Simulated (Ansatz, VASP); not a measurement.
**ZrC in VASP and in Ansatz**

The input INCAR:

```
  PREC = Accurate
  ENCUT = 520
  EDIFF = 1E-6
  ISMEAR = -1
  SIGMA = 0.05
  LREAL = False
  LASPH = True
  NELM = 60
  ALGO = Normal
  ISIF = 2
  LWAVE = False
  LCHARG = True
  GGA = PE
  LELF = True
  LVHAR = True
  NBANDS = 15
```

File KPOINTS:

```
regular mesh
0
Gamma
  15 15 15
```

Contents of POSCAR:

```
ZrC
1.0
    0.0000000000      2.3022330686      2.3022330686
    2.3022330686      0.0000000000      2.3022330686
    2.3022330686      2.3022330686      0.0000000000
Zr C
1 1
Direct
    0.5000000000      0.5000000000      0.5000000000
    0.0000000000      0.0000000000      0.0000000000
```

Input for Ansatz:

```yaml
crystal:
  lattice:
    - [0.0, 2.3022330686, 2.3022330686]
    - [2.3022330686, 0.0, 2.3022330686]
    - [2.3022330686, 2.3022330686, 0.0]
  atoms:
    - { symbol: Zr, position: [0.5, 0.5, 0.5] }
    - { symbol: C, position: [0.0, 0.0, 0.0] }
kpoints:
  mp_grid: { grid: [15, 15, 15] }
  band_path:
    path:
      - [0.0, 0.0, 0.0]
      - [0.5, 0.0, 0.5]
      - [0.625, 0.25, 0.625]
      - [0.375, 0.375, 0.75]
      - [0.0, 0.0, 0.0]
      - [0.5, 0.5, 0.5]
      - [0.5, 0.25, 0.75]
      - [0.5, 0.0, 0.5]
    npoints: 5
scf:
  occupations: { method: fermi_dirac, width: 0.05 }
hamiltonian:
  xc: pbe
  pseudopotentials: { kind: all_electron, lapw: { basis_error: 0.00025 } }
output:
  forces: true
  stress: true
  eigenvalues: true
```

Change from the starting cell: volume scaled by 0.94.

Alike in both runs: task single point; functional PBE; k mesh 15 × 15 × 15; occupations fermi-dirac, width 0.05 eV; no spin polarisation.

```csv
,VASP,Ansatz
version,VASP 6.6.1,Ansatz 0.2.0
potentials or method,"VASP PAW PBE potentials, release 64 (Zr_sv, C), cutoff 520 eV","all-electron LAPW, scalar-relativistic"
```

```tsv
	VASP	Ansatz	Ansatz less VASP
pressure (GPa)	17.4	17.1	-0.23
```

Ansatz ran all-electron here, and VASP with PAW potentials.
